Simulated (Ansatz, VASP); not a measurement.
**One calculation of KI, two programs**

INCAR

```
ALGO = Normal
EDIFF = 1E-6
ENCUT = 520
GGA = PE
ISIF = 2
ISMEAR = 0
LASPH = T
LCHARG = T
LELF = T
LREAL = F
LVHAR = T
LWAVE = F
NBANDS = 15
NELM = 60
PREC = Accurate
SIGMA = 0.05
```

Contents of KPOINTS:

```
k-points
0
Gamma
  6 6 6
```

The input POSCAR:

```
KI
1.0
    0.0000000000      3.4143348760      3.7557683636
    3.4143348760      0.0000000000      3.7557683636
    3.4143348760      3.4143348760      0.0000000000
K I
1 1
Direct
    0.0000000000      0.0000000000      0.0000000000
    0.5000000000      0.5000000000      0.5000000000
```

Input for Ansatz:

```yaml
crystal:
  lattice:
    - [0.0, 3.414334876, 3.7557683636]
    - [3.414334876, 0.0, 3.7557683636]
    - [3.414334876, 3.414334876, 0.0]
  atoms:
    - { symbol: K, position: [0.0, 0.0, 0.0] }
    - { symbol: I, position: [0.5, 0.5, 0.5] }
basis:
  ecutwfc: 420
kpoints:
  mp_grid: { grid: [6, 6, 6] }
hamiltonian:
  xc: pbe
scf:
  occupations: { method: gaussian, width: 0.05 }
output:
  forces: true
  stress: true
  eigenvalues: true
```

Alike in both runs: task single point; functional PBE; k mesh 6 × 6 × 6; occupations gaussian, width 0.05 eV; no spin polarisation.

```csv
,VASP,Ansatz
version,VASP 6.6.1,Ansatz 0.2.0
potentials or method,"VASP PAW PBE potentials, release 64 (K_sv, I), cutoff 520 eV","scalar-relativistic, plane waves, PAW"
valence electrons in the cell,16,26
```

```tsv
	VASP	Ansatz	Ansatz less VASP
gap on the k mesh at the Fermi level (eV)	3.95	3.96	+0.005
least direct gap on the mesh (eV)	3.95	3.96	+0.005
pressure (GPa)	1.0	1.0	-0.04
traceless stress, the component that is largest in VASP (GPa)	-1.52	-1.51	+0.019
```

VASP's potentials hold 16 valence electrons a cell and Ansatz's 26, so a difference there can come from the potentials and not from the codes.

Neither program's run includes spin-orbit coupling.
